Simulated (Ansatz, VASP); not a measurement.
## Ti in VASP and in Ansatz

```
CELL_PARAMETERS angstrom
0.00000 2.03674 2.03674
2.03674 0.00000 2.03674
2.03674 2.03674 0.00000
ATOMIC_POSITIONS crystal
Ti 0.00000 0.00000 0.00000
```

Change from the starting cell: volume scaled by 1.01, crystal datasets.

Alike in both runs: task electric field gradients; functional LDA; k mesh 14 × 14 × 14; occupations fermi-dirac, width 0.05 eV; no spin polarisation.

```csv
,VASP,Ansatz
version,VASP 6.6.1,Ansatz 0.2.0
potentials or method,"VASP PAW LDA potentials, release 64 (Ti_sv), cutoff 520 eV","all-electron PAW with datasets made for the crystal, scalar-relativistic"
```

|  | VASP | Ansatz | Ansatz less VASP |
| --- | --- | --- | --- |
| pressure (GPa) | -6.0 | -5.9 | +0.12 |

LDA's correlation is that of Perdew and Zunger in VASP and of Perdew and Wang (1992) in Ansatz. Ansatz ran all-electron here, and VASP with PAW potentials.
